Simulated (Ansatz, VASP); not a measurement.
## One calculation of CoSi2, two programs

```
CELL_PARAMETERS angstrom
0.00000 2.65438 2.65438
2.65438 0.00000 2.65438
2.65438 2.65438 0.00000
ATOMIC_POSITIONS crystal
Co 0.00000 0.00000 0.00000
Si 0.25000 0.25000 0.25000
Si 0.75000 0.75000 0.75000
```

Alike in both runs: task single point; functional revPBE; k mesh 8 × 8 × 8; occupations gaussian, width 0.05 eV; collinear spin.

|  | VASP | Ansatz |
| --- | --- | --- |
| version | VASP 6.6.1 | Ansatz 0.2.0 |
| potentials or method | VASP PAW PBE potentials, release 64 (Co, Si), cutoff 520 eV | scalar-relativistic, plane waves, PAW |
| valence electrons in the cell | 17 | 25 |

|  | VASP | Ansatz | Ansatz less VASP |
| --- | --- | --- | --- |
| gap on the k mesh at the Fermi level (eV) | none | none | - |
| pressure (GPa) | 7.2 | 7.8 | +0.53 |
| net moment per atom (μB) | 0.00 | 0.00 | 0.000 |

VASP's potentials were made for PBE, not for revPBE. A gap of «none» marks a metal or a gap that the smearing closes. With one functional, cell and mesh, what is left measures potentials, basis and numerics. VASP's potentials hold 17 valence electrons a cell and Ansatz's 25, so a difference there can come from the potentials and not from the codes. Ansatz's warnings: seeded moment not kept.
